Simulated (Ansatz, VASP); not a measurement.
Two plane-wave programs on K4Cl3

INCAR

```
ALGO = Normal ; EDIFF = 1E-6
ENCUT = 520 ; GGA = PE
ISIF = 2 ; ISMEAR = 0
LASPH = T ; LCHARG = F
LREAL = F ; LWAVE = F
NBANDS = 38 ; NELM = 60
PREC = Accurate ; SIGMA = 0.1
```

File KPOINTS:

```
k-points
0
Gamma
  3 3 4
```

Contents of POSCAR:

```
K4Cl3
1.0
    7.6402205100      0.0000000000      0.0000000000
   -3.8201102600      6.6166250600      0.0000000000
    0.0000000000      0.0000000000      5.2864728900
K Cl
4 3
Direct
    0.1787731000      0.8212269000      0.5000000000
    0.1787731000      0.3575462000      0.5000000000
    0.6424538000      0.8212269000      0.5000000000
    0.6666666700      0.3333333300      0.0000000000
    0.8146397900      0.1853602100      0.5000000000
    0.8146397900      0.6292795900      0.5000000000
    0.3707204100      0.1853602100      0.5000000000
```

Input for Ansatz:

```yaml
crystal:
  lattice:
    - [7.64022051, 0.0, 0.0]
    - [-3.82011026, 6.61662506, 0.0]
    - [0.0, 0.0, 5.28647289]
  atoms:
    - { symbol: K, position: [0.1787731, 0.8212269, 0.5] }
    - { symbol: K, position: [0.1787731, 0.3575462, 0.5] }
    - { symbol: K, position: [0.6424538, 0.8212269, 0.5] }
    - { symbol: K, position: [0.66666667, 0.33333333, 0.0] }
    - { symbol: Cl, position: [0.81463979, 0.18536021, 0.5] }
    - { symbol: Cl, position: [0.81463979, 0.62927959, 0.5] }
    - { symbol: Cl, position: [0.37072041, 0.18536021, 0.5] }
basis:
  ecutwfc: 420
kpoints:
  mp_grid: { grid: [3, 3, 4] }
hamiltonian:
  xc: pbe
scf:
  occupations: { method: gaussian, width: 0.1 }
  lower_state_search: "off"
output:
  forces: true
  stress: true
  eigenvalues: true
```

Alike in both runs: task single point; functional PBE; k mesh 3 × 3 × 4; occupations gaussian, width 0.1 eV; no spin polarisation.

```csv
,VASP,Ansatz
version,VASP 6.6.1,Ansatz 0.2.0
potentials or method,"VASP PAW PBE potentials, release 64 (K_sv, Cl), cutoff 520 eV","scalar-relativistic, plane waves, PAW"
valence electrons in the cell,57,57
```

|  | VASP | Ansatz | Ansatz less VASP |
| --- | --- | --- | --- |
| gap on the k mesh at the Fermi level (eV) | none | none | - |
| pressure (GPa) | 10.2 | 10.0 | -0.17 |
| traceless stress, the component that is largest in VASP (GPa) | -11.12 | -10.93 | +0.189 |
| rms of the force components (eV/Å) | 1.448 | 1.411 | -0.0363 |

Atom by atom the forces differ by 0.036 eV/Å (rms over components). A gap of «none» marks a metal or a gap that the smearing closes.
